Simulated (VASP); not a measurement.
# WS2 in VASP: further runs

The runs below take WS2 through single point, with r2SCAN.

Program: VASP 6.6.1. These are calculated values, not measurements. Logs are shortened: lines on timing, memory, paths and dates and some standing lists are left out, and cuts for length are marked.

**1. The cell of the first run**

The cell holds a slab with vacuum, 3 atoms: a = 3.022 Å, b = 3.022 Å, c = 16.951 Å, α = 90.00°, β = 90.00°, γ = 120.00°.

**2. Single point, r2SCAN (strain -0.050 along x and y, +0.000 along z)**

Contents of POSCAR:

```
WS2
1.0
    3.0220406321      0.0000000000      0.0000000000
   -1.5110203161      2.6171639587      0.0000000000
    0.0000000000      0.0000000000     16.9507400035
W S
1 2
Direct
    0.3333333333      0.6666666667      0.0000000000
    0.6666666667      0.3333333333      0.9080224902
    0.6666666667      0.3333333333      0.0919775098
```

Contents of INCAR.step1:

```
PREC = Accurate ; ENCUT = 520
ISMEAR = 0 ; SIGMA = 0.05
LREAL = F ; LASPH = T
NELM = 60 ; NBANDS = 20
GGA = PE ; ALGO = Normal
EDIFF = 1E-4 ; LWAVE = T
LCHARG = F
```

Contents of INCAR.step2:

```
PREC = Accurate ; ENCUT = 520
EDIFF = 1E-7 ; ISMEAR = 0
SIGMA = 0.05 ; LREAL = F
LASPH = T ; NELM = 60
ALGO = Normal ; ISIF = 2
LWAVE = F ; LCHARG = F
METAGGA = R2SCAN ; LMIXTAU = T
NBANDS = 20 ; ISTART = 1
```

Contents of KPOINTS:

```
regular mesh
0
Gamma
  12 12 2
```

Potentials or basis: VASP PAW PBE potentials, release 64 (W_sv, S).

The run is started by

```
> cat potpaw_PBE.64/W_sv/POTCAR potpaw_PBE.64/S/POTCAR > POTCAR
> cp INCAR.step1 INCAR
> mpirun -np 1 vasp_std > vasp.out
> cp INCAR.step2 INCAR
> mpirun -np 1 vasp_std > vasp.out
```

OUTCAR:

```text
PREC = Accurate
   ENCUT = 520
   EDIFF = 1E-7
   ISMEAR = 0
   LREAL = F
   LASPH = T
   NELM = 60
   ISIF = 2
   METAGGA = R2SCAN
   ISTART = 1

 ion  position               nearest neighbor table
   1  0.333  0.667  0.000-   2 2.34   3 2.34   2 2.34   3 2.34   2 2.34   3 2.34
   2  0.667  0.333  0.908-   1 2.34   1 2.34   1 2.34
   3  0.667  0.333  0.092-   1 2.34   1 2.34   1 2.34

  LATTYP: Found a hexagonal cell.
 ALAT       =     3.0220406321
 C/A-ratio  =     5.6090377553

  Lattice vectors:

 A1 = (   3.0220406321,   0.0000000000,   0.0000000000)
 A2 = (  -1.5110203161,   2.6171639587,   0.0000000000)
 A3 = (   0.0000000000,   0.0000000000,  16.9507400035)

Analysis of symmetry for initial positions (statically):
=====================================================================
 Subroutine PRICEL returns:
 Original cell was already a primitive cell.

 Routine SETGRP: Setting up the symmetry group for a
 hexagonal supercell.

 Subroutine GETGRP returns: Found 12 space group operations
 (whereof 12 operations were pure point group operations)
 out of a pool of 24 trial point group operations.

The static configuration has the point symmetry D_3h.

Analysis of symmetry for dynamics (positions and initial velocities):
=====================================================================
 Subroutine PRICEL returns:
 Original cell was already a primitive cell.

 Routine SETGRP: Setting up the symmetry group for a
 hexagonal supercell.

 Subroutine GETGRP returns: Found 12 space group operations
 (whereof 12 operations were pure point group operations)
 out of a pool of 24 trial point group operations.

The dynamic configuration has the point symmetry D_3h.

 Subroutine INISYM returns: Found 12 space group operations
 (whereof 12 operations are pure point group operations),
 and found     1 'primitive' translations

----------------------------------------------------------------------------------------

                                     Primitive cell

  volume of cell :     134.0664

  direct lattice vectors                    reciprocal lattice vectors
     3.022040632  0.000000000  0.000000000     0.330902235  0.191046495  0.000000000
[... 77 lines left out ...]
   NGXF,Y,Z  is equivalent  to a cutoff of  26.41, 26.41, 24.72 a.u.
 SYSTEM =  unknown system
   PREC   = accura    normal or accurate (medium, high low for compatibility)
   ISTART =      1    job   : 0-new  1-cont  2-samecut
   ICHARG =      0    charge: 1-file 2-atom 10-const
   ISPIN  =      1    spin polarized calculation?
   LNONCOLLINEAR =      F non collinear calculations
   LSORBIT =      F    spin-orbit coupling
   LASPH  =      T    aspherical Exc in radial PAW
   ENCUT  =  520.0 eV  38.22 Ry    6.18 a.u.   5.62  5.62 31.52*2*pi/ulx,y,z
   NELM   =     60;   NELMIN=  2; NELMDL=  0     # of ELM steps
   EDIFF  = 0.1E-06   stopping-criterion for ELM
   LREAL  =      F    real-space projection
   EDIFFG = 0.1E-05   stopping-criterion for IOM
   NSW    =      0    number of steps for IOM
   IBRION =     -1    ionic relax: 0-MD 1-quasi-New 2-CG
   NFREE  =      0    steps in history (QN), initial steepest desc. (CG)
   ISIF   =      2    stress and relaxation
   ISYM   =      2    0-nonsym 1-usesym 2-fastsym
   POTIM  = 0.5000    time-step for ionic-motion
   TEBEG  =    0.0;   TEEND  =   0.0 temperature during run
   PSTRESS=    0.0 pullay stress
   NELECT =      26.0000    total number of electrons
   NUPDOWN=      -1.0000    fix difference up-down
   EMIN   =  10.00;   EMAX   =-10.00  energy-range for DOS
   EFERMI =   0.00;   METHOD = LEGACY
   ISMEAR =     0;   SIGMA  =   0.05  broadening in eV -4-tet -1-fermi 0-gaus
   EFERMI_NEDOS =   21; number of points for ismear=-14 and -15
   IALGO  =     38    algorithm
   IMIX   =      4    mixing-type and parameters
     AMIX     =   0.40;   BMIX     =  1.00
     AMIX_MAG =   1.60;   BMIX_MAG =  1.00
  volume/ion in A,a.u.               =      44.69       301.57
  Fermi-wavevector in a.u.,A,eV,Ry     =   0.947602  1.790708 12.217346  0.897950
  Thomas-Fermi vector in A             =   2.075711
   LORBIT       =      0    0 simple, 1 ext, 2 COOP (PROOUT), +10 PAW based schemes
   METAGGA = R2SCAN    functional components
   LHFCALC =     F    Hartree Fock is set to
   AEXX    =    0.0000 exact exchange contribution
   IVDW    =     0    specifies the selected vdW correction
   LEPSILON=     F    determine dielectric tensor
   LRPA    =     F    only Hartree local field effects (RPA)
 non-spin polarized calculation
 Gauss-broadening in eV      SIGMA  =   0.05
  energy-cutoff  :      520.00
  volume of cell :      134.07
 maximum number of plane-waves:      3656
 NGX is ok and might be reduce to    24
   NGX = 11   NGY = 11   NGZ = 63

 number of electron      25.9999999 magnetization

 Free energy of the ion-electron system (eV)
  ---------------------------------------------------
  ext. energy  EPLUGINS =         0.00000000
  ---------------------------------------------------
  free energy    TOTEN  =       -69.66300034 eV

  energy without entropy =      -69.66300034  energy(sigma->0) =      -69.66300034

 E-fermi :  -0.4640     XC(G=0):  -4.8229

 val. band max:       -0.8613129618   @ k =   0.3333   0.3333   0.0000
 cond. band min:       1.3125835036   @ k =   0.1667   0.1667   0.0000
 fundamental gap:      2.1738964654
 Fermi energy:        -0.4640302338

 k-point     1 :       0.0000    0.0000    0.0000
  band No.  band energies     occupation
      1     -76.5074      2.00000
      2     -40.2761      2.00000
      3     -39.9053      2.00000
      4     -39.9053      2.00000
      5     -17.0794      2.00000
      6     -15.1584      2.00000
[... 541 lines left out ...]
     19       6.8933      0.00000
     20       7.5002      0.00000

 [... further k-points ...]
[... 5 lines left out ...]
  --------------------------------------------------------------------------------------
  -------------------------------------------------------------------------------------
  Total        7.5147255      7.5147255      4.2847306     -0.0000000      0.0000000     -0.0000000
  in kB       89.8056807     89.8056807     51.2052167     -0.0000000      0.0000000     -0.0000000
  external PRESSURE =      76.9388594 kB  Pullay stress =       0.0000000 kB

 VOLUME and BASIS-vectors are now :
 -----------------------------------------------------------------------------
  energy-cutoff  :      520.00
  volume of cell :      134.07
      direct lattice vectors                 reciprocal lattice vectors
     3.022040632  0.000000000  0.000000000     0.330902235  0.191046495  0.000000000
    -1.511020316  2.617163959  0.000000000     0.000000000  0.382092989  0.000000000
     0.000000000  0.000000000 16.950740004     0.000000000  0.000000000  0.058994475

 POSITION                                       TOTAL-FORCE (eV/Angst)
 -----------------------------------------------------------------------------------
     -0.00000      1.74478      0.00000         0.000000      0.000000      0.000000
      1.51102      0.87239     15.39165        -0.000000      0.000000     -1.381597
      1.51102      0.87239      1.55909         0.000000     -0.000000      1.381597
 -----------------------------------------------------------------------------------
    total drift:                                0.000000     -0.000000     -0.000000

  FREE ENERGIE OF THE ION-ELECTRON SYSTEM (eV)
  ---------------------------------------------------
  free  energy   TOTEN  =       -69.6630003420 eV

  energy  without entropy=      -69.6630003420  energy(sigma->0) =      -69.66300034
```

OUTCAR.step1:

```text
PREC = Accurate
   ENCUT = 520
   ISMEAR = 0
   LREAL = F
[... 779 lines left out ...]
     -0.00000      1.74478      0.00000        -0.000000      0.000000      0.000000
      1.51102      0.87239     15.39165         0.000000     -0.000000     -1.664900
      1.51102      0.87239      1.55909         0.000000     -0.000000      1.664900
 -----------------------------------------------------------------------------------
    total drift:                                0.000000      0.000000     -0.000000

  FREE ENERGIE OF THE ION-ELECTRON SYSTEM (eV)
  ---------------------------------------------------
  free  energy   TOTEN  =       -23.2620474782 eV

  energy  without entropy=      -23.2620474782  energy(sigma->0) =      -23.26204748
```

OSZICAR.step1:

```text
N       E                     dE             d eps       ncg     rms          rms(c)
DAV:   1     0.185806345457E+03    0.18581E+03   -0.14074E+04  1824   0.110E+03
DAV:   2    -0.114801264515E+02   -0.19729E+03   -0.19237E+03  1944   0.268E+02
DAV:   3    -0.242205189069E+02   -0.12740E+02   -0.12656E+02  2028   0.671E+01
DAV:   4    -0.244319860755E+02   -0.21147E+00   -0.21122E+00  2004   0.969E+00
DAV:   5    -0.244376233457E+02   -0.56373E-02   -0.56369E-02  2028   0.158E+00    0.329E+01
DAV:   6    -0.234383748809E+02    0.99925E+00   -0.41922E+00  1724   0.146E+01    0.141E+01
DAV:   7    -0.233122049548E+02    0.12617E+00   -0.12482E+00  1768   0.608E+00    0.492E+00
DAV:   8    -0.232669443532E+02    0.45261E-01   -0.30524E-01  1816   0.364E+00    0.139E+00
DAV:   9    -0.232647409196E+02    0.22034E-02   -0.19789E-02  2048   0.860E-01    0.944E-01
DAV:  10    -0.232624382741E+02    0.23026E-02   -0.13939E-02  1884   0.797E-01    0.997E-02
DAV:  11    -0.232622456983E+02    0.19258E-03   -0.11528E-03  1780   0.242E-01    0.617E-02
DAV:  12    -0.232621280879E+02    0.11761E-03   -0.10121E-04  1496   0.618E-02    0.250E-02
DAV:  13    -0.232619866894E+02    0.14140E-03   -0.22862E-04  1744   0.632E-02    0.346E-02
DAV:  14    -0.232620474782E+02   -0.60789E-04   -0.19957E-05  1092   0.237E-02
   1 F= -.23262047E+02 E0= -.23262047E+02  d E =-.294077E-24
```

Wall time 8.9 min (1 thread of Intel Xeon Platinum 8259CL at 2.50GHz (Skylake/Cascade Lake), shared host); peak memory 0.34 GiB.

What came out:

```
Free energy            : -69.6630 eV
Largest force          : 1.382 eV/Å
Band gap on the k mesh : 2.17 eV (least direct gap 2.61 eV)
```

Forces on the atoms (eV/Å):
```
W    0.000  0.000  0.000
S    0.000  0.000 -1.382
S    0.000  0.000  1.382
```

Caveat: the cell differs from its parent crystal (strain -0.050 along x and y, +0.000 along z); the PAW data sets were made with another functional, which shifts forces and pressure a little; spin-orbit coupling is left out, which moves the levels of the heavy elements.

[end of part 1 of 2]
